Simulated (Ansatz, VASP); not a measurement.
This is a calculation of Co for VASP 6.6.1.

Contents of INCAR:

```
ALGO     = Normal         # electronic algorithm
EDIFF    = 1E-6           # SCF threshold, eV
ENCUT    = 600            # plane-wave cutoff, eV
GGA      = PE             # functional
GGA_COMPAT= F            
ISIF     = 2              # what is computed and relaxed
ISMEAR   = -1             # smearing method
LASPH    = T              # aspherical terms in the spheres
LCHARG   = T              # write CHGCAR
LELF     = T              # ELF
LREAL    = F              # projectors in reciprocal space
LVHAR    = T            
LWAVE    = F              # write WAVECAR
NBANDS   = 42             # bands
NELM     = 120            # most SCF steps
PREC     = Accurate       # precision mode
SIGMA    = 0.05           # smearing width, eV
```

Contents of KPOINTS:

```
k-points
0
Gamma
  12 12 4
```

POSCAR

```
Co
1.0
    2.4705617809      0.0000000000      0.0000000000
   -1.2352808905      2.1395692639      0.0000000000
    0.0000000000      0.0000000000      8.0882338000
Co
4
Direct
    0.6666666667      0.3333333333      0.7500000000
    0.0000000000      0.0000000000      0.5000000000
    0.3333333333      0.6666666667      0.2500000000
    0.0000000000      0.0000000000      0.0000000000
```

Potentials or basis: VASP PAW PBE potentials, release 64 (Co_sv).

Command:

```bash
$ cat potpaw_PBE.64/Co_sv/POTCAR > POTCAR
$ mpirun -np 1 vasp_std > vasp.out
```

Q: Translate it to Ansatz 0.2.0. Potentials there: Ansatz PAW.

A: As run (the cutoff follows the program's own potentials):

input.yaml

```yaml
crystal:
  lattice:
    - [2.4705617809, 0.0, 0.0]
    - [-1.2352808905, 2.1395692639, 0.0]
    - [0.0, 0.0, 8.0882338]
  atoms:
    - { symbol: Co, position: [0.6666666667, 0.3333333333, 0.75] }
    - { symbol: Co, position: [0.0, 0.0, 0.5] }
    - { symbol: Co, position: [0.3333333333, 0.6666666667, 0.25] }
    - { symbol: Co, position: [0.0, 0.0, 0.0] }
hamiltonian:
  xc: pbe
  pseudopotentials: { kind: paw }
kpoints:
  mp_grid: { grid: [12, 12, 4] }
scf:
  occupations: { method: fermi_dirac, width: 0.05 }
output:
  forces: true
  stress: true
  eigenvalues: true
```

Potentials or basis: Ansatz PAW.

Launch:

```sh
$ ansatz run input.yaml --threads 2 --pin off --max-ram 5632MiB --backend cpu --events-out ev --progress --plain --runs-dir out
```

Both were run:

|  | VASP | Ansatz | Ansatz less VASP |
| --- | --- | --- | --- |
| gap on the k mesh at the Fermi level (eV) | none | none | - |
| pressure (GPa) | -12.0 | -8.3 | +3.75 |
| traceless stress, the component that is largest in VASP (GPa) | -1.03 | -1.00 | +0.033 |

A gap of «none» marks a metal or a gap that the smearing closes. The functional is the same, so the differences come from potentials, cutoffs and numerics.
